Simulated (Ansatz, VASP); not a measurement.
## Two plane-wave programs on HfO2

File INCAR:

```
SYSTEM = HfO2
PREC     = Accurate       ! precision mode
ENCUT    = 520            ! plane-wave cutoff, eV
EDIFF    = 1E-6           ! SCF threshold, eV
ISMEAR   = 0              ! smearing method
SIGMA    = 0.02           ! smearing width, eV
LREAL    = .False.        ! projectors in reciprocal space
LASPH    = .True.         ! aspherical terms in the spheres
NELM     = 100            ! most SCF steps
ALGO     = Normal         ! electronic algorithm
ISIF     = 2              ! what is computed and relaxed
LWAVE    = .False.        ! write WAVECAR
LCHARG   = .False.        ! write CHGCAR
GGA      = PE             ! functional
NBANDS   = 31             ! bands
```

Contents of KPOINTS:

```
regular mesh
0
Gamma
  6 6 8
  0 0 0
```

Contents of POSCAR:

```
HfO2
1.0
    4.3996440222      0.0000000000      0.0000000000
    0.0000000000      4.3996440222      0.0000000000
    0.0000000000      0.0000000000      3.0820846264
Hf O
2 4
Direct
    0.0000000000      0.0000000000      0.0000000000
    0.5000000000      0.5000000000      0.5000000000
    0.1940611881      0.8059388119      0.5000000000
    0.3059388119      0.3059388119      0.0000000000
    0.6940611881      0.6940611881      0.0000000000
    0.8059388119      0.1940611881      0.5000000000
```

Input for Ansatz:

```yaml
crystal:
  lattice:
    - [4.3996440222, 0.0, 0.0]
    - [0.0, 4.3996440222, 0.0]
    - [0.0, 0.0, 3.0820846264]
  atoms:
    - { symbol: Hf, position: [0.0, 0.0, 0.0] }
    - { symbol: Hf, position: [0.5, 0.5, 0.5] }
    - { symbol: O, position: [0.1940611881, 0.8059388119, 0.5] }
    - { symbol: O, position: [0.3059388119, 0.3059388119, 0.0] }
    - { symbol: O, position: [0.6940611881, 0.6940611881, 0.0] }
    - { symbol: O, position: [0.8059388119, 0.1940611881, 0.5] }
basis:
  ecutwfc: 420
kpoints:
  mp_grid: { grid: [6, 6, 8] }
  band_path: { path: [VBM, CBM], npoints: 2 }
hamiltonian:
  xc: pbe
scf:
  occupations: { method: gaussian, width: 0.02 }
output:
  forces: true
  stress: true
  eigenvalues: true
checkpoint:
  read: start.run
  write: ck
  compress: false
  write_wavefunctions: false
  write_every: 100000
```

Alike in both runs: task single point; functional PBE; k mesh 6 × 6 × 8; occupations gaussian, width 0.02 eV; no spin polarisation.

|  | VASP | Ansatz |
| --- | --- | --- |
| version | VASP 6.6.1 | Ansatz 0.2.0 |
| potentials or method | VASP PAW PBE potentials, release 64 (Hf_pv, O), cutoff 520 eV | scalar-relativistic, plane waves, PAW |
| valence electrons in the cell | 44 | 76 |

|  | VASP | Ansatz | Ansatz less VASP |
| --- | --- | --- | --- |
| gap on the k mesh at the Fermi level (eV) | 4.75 | 4.63 | -0.112 |
| least direct gap on the mesh (eV) | 4.75 | 4.63 | -0.112 |
| rms of the force components (eV/Å) | 0.027 | 0.000 | -0.0265 |

Atom by atom the forces differ by 0.027 eV/Å (rms over components). VASP's potentials hold 44 valence electrons a cell and Ansatz's 76, so a difference there can come from the potentials and not from the codes.

Neither program's run includes spin-orbit coupling.
